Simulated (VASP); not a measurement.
Wanted: the native input for a VASP 6.6.1 run.

| Item | Value |
| --- | --- |
| Task | relaxation of cell and atoms |
| Functional | PBE |
| Potentials or basis | VASP PAW PBE potentials, release 64 (Li_sv, Y_sv, Hg) |
| Cutoff | 600 eV |
| k mesh | 4 × 4 × 4 |
| Occupations | gaussian, width 0.1 eV |
| Spin | no spin polarisation |
| Dipole correction | no |
| Further INCAR settings | ALGO = Normal; EDIFF = 1e-07; IBRION = 2; EDIFFG = -0.04; NSW = 90; ISIF = 3 |

The structure of LiYHg lies in POSCAR:

```
LiYHg
1.0
    3.9129880500      0.0000000000      0.0000000000
    0.0000000000      3.9129880500      0.0000000000
    0.0000000000      0.0000000000      3.9691185900
Li Y Hg
1 1 1
Direct
    0.5000000000      0.5000000000      0.5000000000
    0.0000000000      0.0000000000      0.0000000000
    0.5000000000      0.5000000000      0.0000000000
```

The cell was generated, and may not be a known phase.

One way to write it, as run:

INCAR

```
PREC = Accurate ; ENCUT = 600
EDIFF = 1E-7 ; ISMEAR = 0
SIGMA = 0.1 ; LREAL = F
LASPH = T ; NELM = 80
ALGO = Normal ; ISIF = 3
LWAVE = F ; LCHARG = F
GGA = PE ; IBRION = 2
NSW = 90 ; EDIFFG = -0.04
```

KPOINTS

```
regular mesh
0
Gamma
  4 4 4
```

Potentials or basis: VASP PAW PBE potentials, release 64 (Li_sv, Y_sv, Hg).

The run is started by

```bash
$ cat potpaw_PBE.64/Li_sv/POTCAR potpaw_PBE.64/Y_sv/POTCAR potpaw_PBE.64/Hg/POTCAR > POTCAR
$ mpirun -np 1 vasp_std > vasp.out
```

It gave:

| Item | Value |
| --- | --- |
| Relaxed volume | 30.61 Å³/atom |
| Relaxed cell | a = 4.236 Å, b = 4.236 Å, c = 5.118 Å, α = 90.00°, β = 90.00°, γ = 90.00° |
| Space group after relaxing (to 0.1 Å) | P4/mmm (No. 123) |
| Energy gained by relaxing | 774.8 meV/atom |
| Ionic steps | 8 |
| Pressure after relaxing | 0.0 GPa |
| Band gap on the k mesh | zero (bands 13 and 14 overlap by 1.08 eV) |

Caveat: the k points lie up to 0.37 Å⁻¹ apart in the final cell, too coarse for converged energies and pressures of a metal; the cutoff is under 1.25 times the usual one of these potentials, so pressure, stress and relaxed cells hold a basis-set (Pulay) error; the volume moved by over 15 % at a fixed basis, so the end points are rough; spin-orbit coupling is left out, which moves the levels of the heavy elements.

Wall time 5.9 min on 1 thread of AMD EPYC 7R13, with other jobs on the host, peak memory 0.17 GiB.
